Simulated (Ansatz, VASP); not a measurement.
CrBiI3: VASP beside Ansatz

```xyz
5
Lattice="6.1791 0.0000 0.0000 0.0000 6.1791 0.0000 0.0000 0.0000 6.1791" Properties=species:S:1:pos:R:3 pbc="T T T"
Cr    0.0000    0.0000    0.0000
Bi    3.0896    3.0896    3.0896
I     0.0000    3.0896    3.0896
I     3.0896    0.0000    3.0896
I     3.0896    3.0896    0.0000
```

Alike in both runs: functional PBE; k mesh 4 × 4 × 4; occupations gaussian, width 0.1 eV; collinear spin.

Ansatz relaxed the structure, and its values are those at the end. VASP's run is a single point on that final structure, the one shown.

|  | VASP | Ansatz |
| --- | --- | --- |
| version | VASP 6.6.1 | Ansatz 0.2.0 |
| potentials or method | VASP PAW PBE potentials, release 64 (Cr_pv, Bi_d, I), cutoff 520 eV | scalar-relativistic, plane waves, PAW |
| valence electrons in the cell | 48 | 80 |

```csv
,VASP,Ansatz,Ansatz less VASP
gap on the k mesh at the Fermi level (eV),none,none,-
pressure (GPa),0.2,0.3,+0.03
net moment per atom (μB),1.14,1.14,0.000
size of the moment on the site where the two differ most (μB),4.47,5.09,+0.619
```

Site moments also hang on the region over which each program counts them. A gap of «none» marks a metal or a gap that the smearing closes. VASP's potentials hold 48 valence electrons a cell and Ansatz's 80, so a difference there can come from the potentials and not from the codes.

Spin-orbit coupling is off throughout.
